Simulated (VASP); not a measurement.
# Ti: single point with r2SCAN

Crystal: Ti.

```
Ti
1.0
    -1.82510    1.82510    1.29034
     1.82510   -1.82510    1.29034
     1.82510    1.82510   -1.29034
Ti
1
Cartesian
  0.0000 0.0000 0.0000
```

This cell differs from its parent crystal: ratio of the length along z to the lengths across it x 0.707, volume and fractional coordinates fixed.

| Property | Result |
| --- | --- |
| Program | VASP 6.6.1 |
| Task | single point |
| Functional | r2SCAN |
| Potentials or basis | VASP PAW PBE potentials, release 64 (Ti_sv) |
| Cutoff | 520 eV |
| k mesh | 28 × 28 × 28 |
| Occupations | gaussian, width 0.15 eV |
| Spin | no spin polarisation |
| Dipole correction | no |
| Further INCAR settings | ALGO = Normal; EDIFF = 1e-06; NBANDS = 12 |

The pressure is 0.2 GPa and the band gap on the k mesh is zero (bands 6 and 7 overlap by 0.77 eV).

Stress tensor (GPa, compression positive):
```
-5.90  0.00  0.00
 0.00 -5.90  0.00
 0.00  0.00 12.54
```

Levels at points of the mesh, in eV from the Fermi level:
```tsv
k point	band 4	band 5	band 6	band 7	band 8	band 9
(0.00, 0.00, 0.00)	-33.43	-6.37	-0.48	0.56	2.76	2.76
(0.50, 0.00, 0.00)	-33.77	-2.55	-1.21	2.51	2.81	4.01
(0.50, 0.50, 0.00)	-33.52	-2.71	-0.52	0.61	2.28	2.60
(0.50, 0.50, 0.50)	-33.61	-2.61	-1.97	4.33	4.33	4.46
```

It took 31 min on 1 thread of Oxide Virtual Turin-like Processor, with other jobs on the host, peak memory 0.39 GiB.

Caveat: the stress differs along the axes, from -6 to 13 GPa; the PAW data sets were made with another functional, which shifts forces and pressure a little.
